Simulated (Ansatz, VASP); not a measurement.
## One calculation of ZnAu, two programs

The input INCAR:

```
  PREC = Accurate
  ENCUT = 520
  EDIFF = 1E-6
  ISMEAR = 0
  SIGMA = 0.1
  LREAL = False
  LASPH = True
  NELM = 60
  ALGO = Fast
  ISIF = 2
  LWAVE = False
  LCHARG = False
  GGA = PE
  NBANDS = 18
```

Contents of KPOINTS:

```
regular mesh
0
Gamma
  14 14 14
```

Contents of POSCAR:

```
ZnAu
1.0
    3.1545058266      0.0000000000      0.0000000000
    0.0000000000      3.1545058266      0.0000000000
    0.0000000000      0.0000000000      3.1545058266
Zn Au
1 1
Direct
    0.5000000000      0.5000000000      0.5000000000
    0.0000000000      0.0000000000      0.0000000000
```

Input for Ansatz:

```yaml
crystal:
  lattice:
    - [3.1545058266, 0.0, 0.0]
    - [0.0, 3.1545058266, 0.0]
    - [0.0, 0.0, 3.1545058266]
  atoms:
    - { symbol: Zn, position: [0.5, 0.5, 0.5] }
    - { symbol: Au, position: [0.0, 0.0, 0.0] }
basis:
  ecutwfc: 420
kpoints:
  mp_grid: { grid: [14, 14, 14] }
hamiltonian:
  xc: pbe
scf:
  occupations: { method: gaussian, width: 0.1 }
output:
  forces: true
  stress: true
  eigenvalues: true
```

Alike in both runs: task single point; functional PBE; k mesh 14 × 14 × 14; occupations gaussian, width 0.1 eV; no spin polarisation.

```csv
,VASP,Ansatz
version,VASP 6.6.1,Ansatz 0.2.0
potentials or method,"VASP PAW PBE potentials, release 64 (Zn, Au), cutoff 520 eV","scalar-relativistic, plane waves, PAW"
valence electrons in the cell,23,31
```

```tsv
	VASP	Ansatz	Ansatz less VASP
gap on the k mesh at the Fermi level (eV)	none	none	-
pressure (GPa)	3.9	3.8	-0.03
```

A gap of «none» marks a metal or a gap that the smearing closes. VASP's potentials hold 23 valence electrons a cell and Ansatz's 31, so a difference there can come from the potentials and not from the codes.

Neither program's run includes spin-orbit coupling.
